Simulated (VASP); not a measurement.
Runs of VASP 6.6.1 on AlGa3N4. The structure is that of space group R3m (No. 160), or close to it. The cells are those of the table. 

```csv
cell,gap on the mesh (eV),pressure (GPa),largest force (eV/Å)
"a = 4.429 Å, angles 92.6°, 8 atoms",2.31,(c),1.10
"a = 4.521 Å, angles 86.0°, 8 atoms",1.73,(d),0.52
"a = 4.344 Å, angles 85.8°, 8 atoms",(b),19.9,1.35
"a = 4.344 Å, angles 94.0°, 8 atoms",2.51,20.8,2.51
"a = 4.341 Å, angles 92.7°, 8 atoms",2.70,17.7,1.45
"a = 4.388 Å, angles 85.9°, 8 atoms",2.25,11.8,1.10
"a = 4.473 Å, angles 87.3°, 8 atoms",2.13,-3.3,0.54
"a = 4.385 Å, angles 87.3°, 8 atoms",2.52,(a),0.84
```

Alike in all rows: task single point; level LDA; potentials or basis VASP PAW LDA potentials, release 64 (Al, Ga_d, N); no spin polarisation; k mesh 6 × 6 × 6; cutoff (eV) 520; smearing gaussian 0.05 eV.

Fill in the values left out.

(a) 9.6; (b) 2.43; (c) 2.9; (d) -6.9.

Caveats: forces of over 1 eV/Å act on the atoms, so gaps and moduli don't describe the material at rest (at least some runs); the cell stands under pressure (at least some runs); the cell stands under tension (at least some runs).

A k mesh can miss the band edges, and the runs leave out spin-orbit coupling on Ga.
